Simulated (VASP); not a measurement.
Here is a VASP 6.6.1 calculation.

File INCAR:

```
SYSTEM = Be
PREC = Accurate
ENCUT = 520
EDIFF = 1E-8
ISMEAR = -1
SIGMA = 0.05
LREAL = .FALSE.
LASPH = .TRUE.
NELM = 60
ALGO = Normal
ISIF = 2
LWAVE = .FALSE.
LCHARG = .FALSE.
GGA = PS
LEFG = .TRUE.
NBANDS = 9
```

KPOINTS

```
Automatic mesh
0
G
  20 20 11
  0 0 0
```

File POSCAR:

```
Be
1.0
    2.2995019849      0.0000000000      0.0000000000
   -1.1497509925      1.9914271350      0.0000000000
    0.0000000000      0.0000000000      3.6009000000
Be
2
Direct
    0.3333333333      0.6666666667      0.2500000000
    0.6666666667      0.3333333333      0.7500000000
```

Potentials or basis: VASP PAW PBE potentials, release 64 (Be).

Launch:

```bash
$ cat potpaw_PBE.64/Be/POTCAR > POTCAR
$ mpirun -np 1 vasp_std > vasp.out
```

(1) Predict the band gap on the k mesh.

(2) What does it give for the pressure?

Results:

(1) zero (band 2 reaches 7.65 eV, above the bottom of band 3 at 6.25 eV).

(2) -5.4 GPa.

Caveat: without QUAD_EFG the Cq values of the log hold for a quadrupole moment of 1 mb, not for the nuclei; the PAW data sets were made with another functional, which shifts forces and pressure a little.
